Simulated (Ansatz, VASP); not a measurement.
# Al7Cu in VASP and in Ansatz

Contents of INCAR:

```
SYSTEM = Al7Cu
ALGO = Fast
EDIFF = 1E-6
ENCUT = 520
GGA = PE
ISIF = 2
ISMEAR = 0
LASPH = .True.
LCHARG = .True.
LELF = .True.
LREAL = .False.
LVHAR = .True.
LWAVE = .False.
NBANDS = 26
NELM = 80
PREC = Accurate
SIGMA = 0.2
```

File KPOINTS:

```
k-points
0
Gamma
  6 6 6
  0 0 0
```

POSCAR

```
Al7Cu
1.0
    0.0000000000      3.9797635600      3.9797635600
    3.9797635600      0.0000000000      3.9797635600
    3.9797635600      3.9797635600      0.0000000000
Al Cu
7 1
Direct
    0.5000000000      1.0000000000      0.0000000000
    1.0000000000      0.5000000000      0.5000000000
    1.0000000000      0.5000000000      0.0000000000
    0.5000000000      0.0000000000      0.5000000000
    1.0000000000      0.0000000000      0.5000000000
    0.5000000000      0.5000000000      0.0000000000
    0.0000000000      0.0000000000      0.0000000000
    0.5000000000      0.5000000000      0.5000000000
```

Input for Ansatz:

```yaml
crystal:
  lattice:
    - [0.0, 3.97976356, 3.97976356]
    - [3.97976356, 0.0, 3.97976356]
    - [3.97976356, 3.97976356, 0.0]
  atoms:
    - { symbol: Al, position: [0.5, 1.0, 0.0] }
    - { symbol: Al, position: [1.0, 0.5, 0.5] }
    - { symbol: Al, position: [1.0, 0.5, 0.0] }
    - { symbol: Al, position: [0.5, 0.0, 0.5] }
    - { symbol: Al, position: [1.0, 0.0, 0.5] }
    - { symbol: Al, position: [0.5, 0.5, 0.0] }
    - { symbol: Al, position: [0.0, 0.0, 0.0] }
    - { symbol: Cu, position: [0.5, 0.5, 0.5] }
basis:
  ecutwfc: 420
kpoints:
  mp_grid: { grid: [6, 6, 6] }
hamiltonian:
  xc: pbe
scf:
  occupations: { method: gaussian, width: 0.2 }
  lower_state_search: "off"
output:
  forces: true
  stress: true
  eigenvalues: true
```

Alike in both runs: task single point; functional PBE; k mesh 6 × 6 × 6; occupations gaussian, width 0.2 eV; no spin polarisation.

```csv
,VASP,Ansatz
version,VASP 6.6.1,Ansatz 0.2.0
potentials or method,"VASP PAW PBE potentials, release 64 (Al, Cu), cutoff 520 eV","scalar-relativistic, plane waves, PAW"
valence electrons in the cell,32,40
```

```tsv
	VASP	Ansatz	Ansatz less VASP
gap on the k mesh at the Fermi level (eV)	none	none	-
pressure (GPa)	-0.1	-0.1	+0.02
```

A gap of «none» marks a metal or a gap that the smearing closes. With one functional, cell and mesh, what is left measures potentials, basis and numerics. VASP's potentials hold 32 valence electrons a cell and Ansatz's 40, so a difference there can come from the potentials and not from the codes.
